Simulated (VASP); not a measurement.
Wanted: the native input for a VASP 6.6.1 run.

| Property | Result |
| --- | --- |
| Task | single point |
| Functional | PBE |
| Potentials or basis | VASP PAW PBE potentials, release 64 (Bi_d, S) |
| Cutoff | 520 eV |
| k mesh | 10 × 10 × 10 |
| Occupations | gaussian, width 0.05 eV |
| Spin | no spin polarisation |
| Dipole correction | no |
| Further INCAR settings | ALGO = Normal; EDIFF = 1e-06; NBANDS = 18 |

The structure of BiS lies in POSCAR:

```
BiS
1.0
    3.6035353059      0.0000000000      0.0000000000
    0.0000000000      3.6035353059      0.0000000000
    0.0000000000      0.0000000000      3.6035353059
Bi S
1 1
Direct
    0.0000000000      0.0000000000      0.0000000000
    0.5000000000      0.5000000000      0.5000000000
```

This cell differs from its parent crystal: volume scaled by 1.020.

One way to write it, as run:

INCAR

```
PREC = Accurate
ENCUT = 520
EDIFF = 1E-6
ISMEAR = 0
SIGMA = 0.05
LREAL = F
LASPH = T
NELM = 60
ALGO = Normal
ISIF = 2
LWAVE = F
LCHARG = F
GGA = PE
NBANDS = 18
```

KPOINTS

```
regular mesh
0
Gamma
  10 10 10
```

Potentials or basis: VASP PAW PBE potentials, release 64 (Bi_d, S).

Run with:

```sh
$ cat potpaw_PBE.64/Bi_d/POTCAR potpaw_PBE.64/S/POTCAR > POTCAR
$ mpirun -np 1 vasp_std > vasp.out
```

Results of the run:

| Item | Value |
| --- | --- |
| Pressure | -1.5 GPa |

Wall time 25 s on 1 thread of Intel(R) Xeon(R) Platinum 8375C CPU @ 2.90GHz (Ice Lake), with other jobs on the host, peak memory 0.18 GiB.
